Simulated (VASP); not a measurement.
# Pt (I4/mmm) in VASP: a series of runs

The runs below take Pt through single point, with PBE.

Everything below comes from runs of VASP 6.6.1. Logs are shortened: lines on timing, memory, paths and dates and some standing lists are left out, and cuts for length are marked.

## Step 1: The cell of the first run

It takes space group I4/mmm (No. 139, tetragonal). Conventional cell: a = 3.033 Å, b = 3.033 Å, c = 3.402 Å, α = 90.00°, β = 90.00°, γ = 90.00°. Pt (site symmetry 4/mmm) has 14 Pt at 2.74 to 3.40 Å within 3.6 Å.

## Step 2: Single point, PBE (15.64 Å³/atom)

INCAR reads:

```
SYSTEM = Pt
  PREC = Accurate
  ENCUT = 520
  EDIFF = 1E-6
  ISMEAR = 0
  SIGMA = 0.15
  LREAL = .FALSE.
  LASPH = .TRUE.
  NELM = 80
  ALGO = Fast
  ISIF = 2
  LWAVE = .FALSE.
  LCHARG = .FALSE.
  GGA = PE
  NBANDS = 11
```

KPOINTS reads:

```
regular mesh
0
G
  22 22 22
  0 0 0
```

POSCAR reads:

```
Pt
1.0
    0.0000000000      2.1443313178      1.7008836013
    2.1443313178      0.0000000000      1.7008836013
    2.1443313178      2.1443313178      0.0000000000
Pt
1
Direct
    0.0000000000      0.0000000000      0.0000000000
```

Potentials or basis: VASP PAW PBE potentials, release 64 (Pt).

Started as:

```sh
cat potpaw_PBE.64/Pt/POTCAR > POTCAR
mpirun -np 1 vasp_std > vasp.out
```

OUTCAR:

```text
SYSTEM = Pt
   PREC = Accurate
   ENCUT = 520
   EDIFF = 1E-6
   ISMEAR = 0
   LREAL = .FALSE.
   LASPH = .TRUE.
   NELM = 80
   ISIF = 2
   GGA = PE

 ion  position               nearest neighbor table
   1  0.000  0.000  0.000-

  LATTYP: Found a body centered tetragonal cell.
 ALAT       =     3.0325424319
 C/A-ratio  =     1.1217541977

  Lattice vectors:

 A1 = (   0.0000000000,  -2.1443313178,  -1.7008836013)
 A2 = (   0.0000000000,   2.1443313178,  -1.7008836013)
 A3 = (   2.1443313178,   0.0000000000,   1.7008836013)

Analysis of symmetry for initial positions (statically):
=====================================================================
 Subroutine PRICEL returns:
 Original cell was already a primitive cell.

 Routine SETGRP: Setting up the symmetry group for a
 body centered tetragonal supercell.

 Subroutine GETGRP returns: Found 16 space group operations
 (whereof 16 operations were pure point group operations)
 out of a pool of 16 trial point group operations.

The static configuration has the point symmetry D_4h.

Analysis of symmetry for dynamics (positions and initial velocities):
=====================================================================
 Subroutine PRICEL returns:
 Original cell was already a primitive cell.

 Routine SETGRP: Setting up the symmetry group for a
 body centered tetragonal supercell.

 Subroutine GETGRP returns: Found 16 space group operations
 (whereof 16 operations were pure point group operations)
 out of a pool of 16 trial point group operations.

The dynamic configuration has the point symmetry D_4h.

 Subroutine INISYM returns: Found 16 space group operations
 (whereof 16 operations are pure point group operations),
 and found     1 'primitive' translations

----------------------------------------------------------------------------------------

                                     Primitive cell

  volume of cell :      15.6419

  direct lattice vectors                    reciprocal lattice vectors
     0.000000000  2.144331318  1.700883601    -0.233172922  0.233172922  0.293964854
     2.144331318  0.000000000  1.700883601     0.233172922 -0.233172922  0.293964854
     2.144331318  2.144331318  0.000000000     0.233172922  0.233172922 -0.293964854

  length of vectors
     2.736998689  2.736998689  3.032542432     0.441763012  0.441763012  0.441763012

  position of ions in fractional coordinates (direct lattice)
     0.000000000  0.000000000  0.000000000

  ion indices of the primitive-cell ions
   primitive index   ion index
                 1           1

----------------------------------------------------------------------------------------

 KPOINTS: regular mesh

Automatic generation of k-mesh.
 Grid dimensions read from file:
 generate k-points for:   22   22   22

 Generating k-lattice:

  Cartesian coordinates                     Fractional coordinates (reciprocal lattice)
    -0.010598769  0.010598769  0.013362039     0.045454545 -0.000000000  0.000000000
     0.010598769 -0.010598769  0.013362039    -0.000000000  0.045454545  0.000000000
     0.010598769  0.010598769 -0.013362039     0.000000000  0.000000000  0.045454545

  Length of vectors
     0.020080137  0.020080137  0.020080137

  Shift w.r.t. Gamma in fractional coordinates (k-lattice)
     0.000000000  0.000000000  0.000000000

 Subroutine IBZKPT returns following result:
 ===========================================

 Found    834 irreducible k-points:

 Following reciprocal coordinates:
            Coordinates               Weight
  0.000000  0.000000  0.000000      1.000000
  0.045455  0.000000  0.000000      8.000000
  0.090909  0.000000  0.000000      8.000000
  0.136364  0.000000  0.000000      8.000000
  0.181818  0.000000  0.000000      8.000000
  0.227273 -0.000000  0.000000      8.000000
[... 16 lines left out ...]
  0.500000  0.045455  0.000000      8.000000
 -0.454545  0.045455  0.000000      8.000000
 [... further k-points ...]
   k-points           NKPTS =    834   k-points in BZ     NKDIM =    834   number of bands    NBANDS=     11
   number of dos      NEDOS =    301   number of ions     NIONS =      1
   total plane-waves  NPLWV =   9600
   dimension x,y,z NGX =    20 NGY =   20 NGZ =   24
   dimension x,y,z NGXF=    40 NGYF=   40 NGZF=   48
   ions per type =               1
   NGX,Y,Z   is equivalent  to a cutoff of  12.15, 12.15, 13.16 a.u.
   NGXF,Y,Z  is equivalent  to a cutoff of  24.30, 24.30, 26.31 a.u.
 SYSTEM =  Pt
   PREC   = accura    normal or accurate (medium, high low for compatibility)
   ISTART =      0    job   : 0-new  1-cont  2-samecut
   ICHARG =      2    charge: 1-file 2-atom 10-const
   ISPIN  =      1    spin polarized calculation?
   LNONCOLLINEAR =      F non collinear calculations
   LSORBIT =      F    spin-orbit coupling
   LASPH  =      T    aspherical Exc in radial PAW
   ENCUT  =  520.0 eV  38.22 Ry    6.18 a.u.   5.09  5.09  5.64*2*pi/ulx,y,z
   NELM   =     80;   NELMIN=  2; NELMDL= -5     # of ELM steps
   EDIFF  = 0.1E-05   stopping-criterion for ELM
   LREAL  =      F    real-space projection
   EDIFFG = 0.1E-04   stopping-criterion for IOM
   NSW    =      0    number of steps for IOM
   IBRION =     -1    ionic relax: 0-MD 1-quasi-New 2-CG
   NFREE  =      0    steps in history (QN), initial steepest desc. (CG)
   ISIF   =      2    stress and relaxation
   ISYM   =      2    0-nonsym 1-usesym 2-fastsym
   POTIM  = 0.5000    time-step for ionic-motion
   TEBEG  =    0.0;   TEEND  =   0.0 temperature during run
   PSTRESS=    0.0 pullay stress
   NELECT =      10.0000    total number of electrons
   NUPDOWN=      -1.0000    fix difference up-down
   EMIN   =  10.00;   EMAX   =-10.00  energy-range for DOS
   EFERMI =   0.00;   METHOD = LEGACY
   ISMEAR =     0;   SIGMA  =   0.15  broadening in eV -4-tet -1-fermi 0-gaus
   EFERMI_NEDOS =   21; number of points for ismear=-14 and -15
   IALGO  =     68    algorithm
   IMIX   =      4    mixing-type and parameters
     AMIX     =   0.40;   BMIX     =  1.00
     AMIX_MAG =   1.60;   BMIX_MAG =  1.00
  volume/ion in A,a.u.               =      15.64       105.56
  Fermi-wavevector in a.u.,A,eV,Ry     =   1.410302  2.665084 27.061321  1.988951
  Thomas-Fermi vector in A             =   2.532269
   LORBIT       =      0    0 simple, 1 ext, 2 COOP (PROOUT), +10 PAW based schemes
   GGA     = PE    functional components
   LHFCALC =     F    Hartree Fock is set to
   AEXX    =    0.0000 exact exchange contribution
   IVDW    =     0    specifies the selected vdW correction
   LEPSILON=     F    determine dielectric tensor
   LRPA    =     F    only Hartree local field effects (RPA)
 non-spin polarized calculation
 RMM-DIIS sequential band-by-band and
 Gauss-broadening in eV      SIGMA  =   0.15
  energy-cutoff  :      520.00
  volume of cell :       15.64
 maximum number of plane-waves:       436
   NGX = 11   NGY = 11   NGZ = 11

 number of electron      10.0000001 magnetization

 Free energy of the ion-electron system (eV)
  ---------------------------------------------------
  ext. energy  EPLUGINS =         0.00000000
  ---------------------------------------------------
  free energy    TOTEN  =        -6.03536802 eV

  energy without entropy =       -6.02210261  energy(sigma->0) =       -6.02873532

 E-fermi :  10.4066     XC(G=0): -13.2653

 val. band max:       10.4064985681   @ k =  -0.1818   0.2273   0.0909
 cond. band min:      10.4116909032   @ k =  -0.3636   0.3182   0.0909
 fundamental gap:      0.0051923351
 Fermi energy:        10.4065830448

 k-point     1 :       0.0000    0.0000    0.0000
  band No.  band energies     occupation
      1       0.7757      2.00000
      2       6.6389      2.00000
      3       6.6389      2.00000
      4       7.5363      2.00000
      5       8.6671      2.00000
      6       9.7383      2.00000
      7      26.2564      0.00000
      8      28.2590      0.00000
      9      28.2590      0.00000
     10      34.8573      0.00000
     11      36.6053      0.00000

 k-point     2 :       0.0455    0.0000    0.0000
  band No.  band energies     occupation
      1       0.8584      2.00000
      2       6.6416      2.00000
      3       6.6633      2.00000
      4       7.5452      2.00000
      5       8.6464      2.00000
      6       9.7146      2.00000
      7      26.3587      0.00000
      8      28.2439      0.00000
      9      28.3792      0.00000
     10      34.0594      0.00000
     11      37.2537      0.00000

 k-point     3 :       0.0909    0.0000    0.0000
  band No.  band energies     occupation
      1       1.1017      2.00000
      2       6.6460      2.00000
      3       6.7074      2.00000
      4       7.6028      2.00000
      5       8.5931      2.00000
      6       9.6530      2.00000
      7      26.6298      0.00000
      8      28.1008      0.00000
      9      28.7342      0.00000
     10      33.0635      0.00000
     11      35.9392      0.00000

 k-point     4 :       0.1364    0.0000    0.0000
  band No.  band energies     occupation
      1       1.4902      2.00000
      2       6.6457      2.00000
      3       6.7017      2.00000
      4       7.7824      2.00000
      5       8.5316      2.00000
      6       9.5769      2.00000
      7      26.9434      0.00000
      8      27.5893      0.00000
      9      29.3070      0.00000
     10      32.5841      0.00000
     11      34.4349      0.00000

 k-point     5 :       0.1818    0.0000    0.0000
  band No.  band energies     occupation
      1       1.9924      2.00000
      2       6.6140      2.00000
      3       6.6473      2.00000
      4       8.1195      2.00000
      5       8.4910      2.00000
      6       9.5125      2.00000
      7      26.5052      0.00000
      8      27.1478      0.00000
      9      30.0697      0.00000
     10      32.7159      0.00000
     11      33.4044      0.00000
[... 211 lines left out ...]
 k-point    21 :       0.4091    0.0455    0.0000
  band No.  band energies     occupation
      1       3.7489      2.00000
      2       5.9825      2.00000
      3       8.3841      2.00000
      4       8.5263      2.00000
      5      10.1900      1.95883
      6      10.8219      0.00009
      7      18.4522      0.00000
      8      24.7199      0.00000
      9      27.9021      0.00000
     10      33.4647      0.00000
     11      35.2784      0.00000

 k-point    22 :       0.4545    0.0455    0.0000
  band No.  band energies     occupation
      1       3.7534      2.00000
      2       5.9096      2.00000
      3       8.3983      2.00000
      4       8.9679      2.00000
      5      10.7624      0.00079
      6      11.1510      0.00000
      7      17.1066      0.00000
      8      24.4057      0.00000
      9      27.2833      0.00000
     10      32.9371      0.00000
     11      35.9871      0.00000

 k-point    23 :       0.5000    0.0455    0.0000
  band No.  band energies     occupation
      1       3.7486      2.00000
      2       5.8797      2.00000
      3       8.3158      2.00000
      4       9.2756      2.00000
      5      11.0934      0.00000
      6      11.2590      0.00000
      7      16.4567      0.00000
      8      24.2789      0.00000
      9      27.0927      0.00000
     10      32.6189      0.00000
     11      36.3404      0.00000

 k-point    24 :      -0.4545    0.0455    0.0000
  band No.  band energies     occupation
      1       3.7515      2.00000
      2       5.8953      2.00000
      3       8.2257      2.00000
      4       9.3637      2.00000
      5      10.7951      0.00025
      6      11.1216      0.00000
      7      16.8711      0.00000
      8      24.3451      0.00000
      9      27.3653      0.00000
     10      32.5265      0.00000
     11      36.2451      0.00000

 [... further k-points ...]

------------------------ aborting loop because EDIFF is reached ----------------------------------------

  FORCE on cell =-STRESS in cart. coord.  units (eV):
  Direction    XX          YY          ZZ          XY          YZ          ZX
  --------------------------------------------------------------------------------------
  -------------------------------------------------------------------------------------
  Total       -0.0262396     -0.0262396      0.5816222      0.0000000     -0.0000000      0.0000000
  in kB       -2.6876869     -2.6876869     59.5748837      0.0000000     -0.0000000      0.0000000
  external PRESSURE =      18.0665033 kB  Pullay stress =       0.0000000 kB

 VOLUME and BASIS-vectors are now :
 -----------------------------------------------------------------------------
  energy-cutoff  :      520.00
  volume of cell :       15.64
      direct lattice vectors                 reciprocal lattice vectors
     0.000000000  2.144331318  1.700883601    -0.233172922  0.233172922  0.293964854
     2.144331318  0.000000000  1.700883601     0.233172922 -0.233172922  0.293964854
     2.144331318  2.144331318  0.000000000     0.233172922  0.233172922 -0.293964854

 POSITION                                       TOTAL-FORCE (eV/Angst)
 -----------------------------------------------------------------------------------
      0.00000      0.00000      0.00000         0.000000      0.000000      0.000000
 -----------------------------------------------------------------------------------
    total drift:                                0.000000     -0.000000      0.000000

  FREE ENERGIE OF THE ION-ELECTRON SYSTEM (eV)
  ---------------------------------------------------
  free  energy   TOTEN  =        -6.0353680221 eV

  energy  without entropy=       -6.0221026122  energy(sigma->0) =       -6.02873532
```

Wall time 84 s (1 thread of Intel Xeon 6975P-C (Granite Rapids), shared host); peak memory 0.25 GiB.

What came out:

```yaml
Free_energy: -6.0354 eV
Pressure: 1.8 GPa
Band_gap_on_the_k_mesh: zero (bands 5 and 6 overlap by 2.21 eV)
```

Stress tensor (GPa, compression positive):
```
-0.27  0.00  0.00
 0.00 -0.27  0.00
 0.00  0.00  5.96
```

Caveat: spin-orbit coupling is left out, which moves the levels of the heavy elements.

## Step 3: Single point, PBE (16.27 Å³/atom)

This run uses another cell than the first one, of 16.27 Å³/atom.

INCAR reads:

```
PREC = Accurate
ENCUT = 520
EDIFF = 1E-6
ISMEAR = 0
SIGMA = 0.15
LREAL = F
LASPH = T
NELM = 80
ALGO = Fast
ISIF = 2
LWAVE = F
LCHARG = F
GGA = PE
NBANDS = 11
```

KPOINTS reads:

```
Automatic mesh
0
Gamma
  22 22 22
```

POSCAR reads:

```
Pt
1.0
    0.0000000000      1.9101952935      2.2291979075
    1.9101952935      0.0000000000      2.2291979075
    1.9101952935      1.9101952935      0.0000000000
Pt
1
Direct
    0.0000000000      0.0000000000      0.0000000000
```

Potentials or basis: VASP PAW PBE potentials, release 64 (Pt).

Started as:

```sh
cat potpaw_PBE.64/Pt/POTCAR > POTCAR
mpirun -np 1 vasp_std > vasp.out
```

OUTCAR:

```text
PREC = Accurate
   ENCUT = 520
   EDIFF = 1E-6
   ISMEAR = 0
   LREAL = F
   LASPH = T
   NELM = 80
   ISIF = 2
   GGA = PE

 ion  position               nearest neighbor table
   1  0.000  0.000  0.000-

  LATTYP: Found a body centered tetragonal cell.
 ALAT       =     2.7014240908
 C/A-ratio  =     1.6503872273

  Lattice vectors:

 A1 = (  -1.9101952935,   0.0000000000,   2.2291979075)
 A2 = (   1.9101952935,   0.0000000000,   2.2291979075)
 A3 = (   0.0000000000,   1.9101952935,  -2.2291979075)
[... 516 lines left out ...]
     11      34.4443      0.00000

 [... further k-points ...]

------------------------ aborting loop because EDIFF is reached ----------------------------------------

  FORCE on cell =-STRESS in cart. coord.  units (eV):
  Direction    XX          YY          ZZ          XY          YZ          ZX
  --------------------------------------------------------------------------------------
  -------------------------------------------------------------------------------------
  Total       -0.0575081     -0.0575081     -1.7558191      0.0000000      0.0000000     -0.0000000
  in kB       -5.6637685     -5.6637685   -172.9243640      0.0000000      0.0000000     -0.0000000
  external PRESSURE =     -61.4173003 kB  Pullay stress =       0.0000000 kB

 VOLUME and BASIS-vectors are now :
 -----------------------------------------------------------------------------
  energy-cutoff  :      520.00
  volume of cell :       16.27
      direct lattice vectors                 reciprocal lattice vectors
     0.000000000  1.910195293  2.229197908    -0.261753341  0.261753341  0.224295922
     1.910195293  0.000000000  2.229197908     0.261753341 -0.261753341  0.224295922
     1.910195293  1.910195293  0.000000000     0.261753341  0.261753341 -0.224295922

 POSITION                                       TOTAL-FORCE (eV/Angst)
 -----------------------------------------------------------------------------------
      0.00000      0.00000      0.00000         0.000000      0.000000      0.000000
 -----------------------------------------------------------------------------------
    total drift:                               -0.000000      0.000000     -0.000000

  FREE ENERGIE OF THE ION-ELECTRON SYSTEM (eV)
  ---------------------------------------------------
  free  energy   TOTEN  =        -6.0128120794 eV

  energy  without entropy=       -5.9913311614  energy(sigma->0) =       -6.00207162
```

stdout:

```text
POSCAR found type information on POSCAR Pt
 POSCAR found :  1 types and       1 ions
 scaLAPACK will be used
 LDA part: xc-table for (Slater+PW92), standard interpolation
 POSCAR, INCAR and KPOINTS ok, starting setup
 FFT: planning ... GRIDC
 FFT: planning ... GRID_SOFT
 FFT: planning ... GRID
 WAVECAR not read
 entering main loop
```

It took 81 s on 1 thread of Intel Xeon 6975P-C (Granite Rapids), shared host; peak memory 0.26 GiB.

What came out:

| Property | Result |
| --- | --- |
| Free energy | -6.0128 eV |
| Pressure | -6.1 GPa |
| Band gap on the k mesh | zero (bands 5 and 6 overlap by 2.64 eV) |

Stress tensor (GPa, compression positive):
```
 -0.57   0.00   0.00
  0.00  -0.57   0.00
  0.00   0.00 -17.29
```

Caveat: the cell stands under tension; spin-orbit coupling is left out, which moves the levels of the heavy elements.

## Step 4: Single point, PBE (16.27 Å³/atom)

This run uses another cell than the first one, of 16.27 Å³/atom.

INCAR reads:

```
PREC = Accurate
ENCUT = 520
EDIFF = 1E-6
ISMEAR = 0
SIGMA = 0.15
LREAL = F
LASPH = T
NELM = 60
ALGO = Fast
ISIF = 2
LWAVE = F
LCHARG = T
GGA = PE
LELF = T
LVHAR = T
NBANDS = 11
```

KPOINTS reads:

```
regular mesh
0
Gamma
  22 22 22
```

POSCAR reads:

```
Pt
1.0
    0.0000000000      2.1173436059      1.8143517359
    2.1173436059      0.0000000000      1.8143517359
    2.1173436059      2.1173436059      0.0000000000
Pt
1
Direct
    0.0000000000      0.0000000000      0.0000000000
```

Started as:

```sh
cat potpaw_PBE.64/Pt/POTCAR > POTCAR
mpirun -np 1 vasp_std > vasp.out
```

Run time: 97 s. Hardware: 1 thread of Intel Xeon 6975P-C (Granite Rapids), shared host; peak memory 0.26 GiB.

It converged, with:

- Free energy: -6.0541 eV
- Pressure: -7.9 GPa
- Band gap on the k mesh: zero (bands 5 and 6 overlap by 2.37 eV)

Stress tensor (GPa, compression positive):
```
-9.71  0.00  0.00
 0.00 -9.71  0.00
 0.00  0.00 -4.19
```

Levels at points of the mesh, in eV from the Fermi level:
```csv
k point,band 3,band 4,band 5,band 6,band 7,band 8
"(0.00, 0.00, 0.00)",-3.60,-2.29,-2.18,-0.72,15.32,18.31
"(0.50, 0.00, 0.00)",-2.42,-0.33,0.00,0.54,5.52,14.01
"(0.50, 0.50, 0.00)",0.12,0.53,0.53,4.14,9.51,9.51
"(0.50, 0.00, 0.50)",-0.17,-0.11,0.92,1.17,7.10,11.93
```

Caveat: the cell stands under tension; spin-orbit coupling is left out, which moves the levels of the heavy elements.

(Continued in part 2 of 2.)
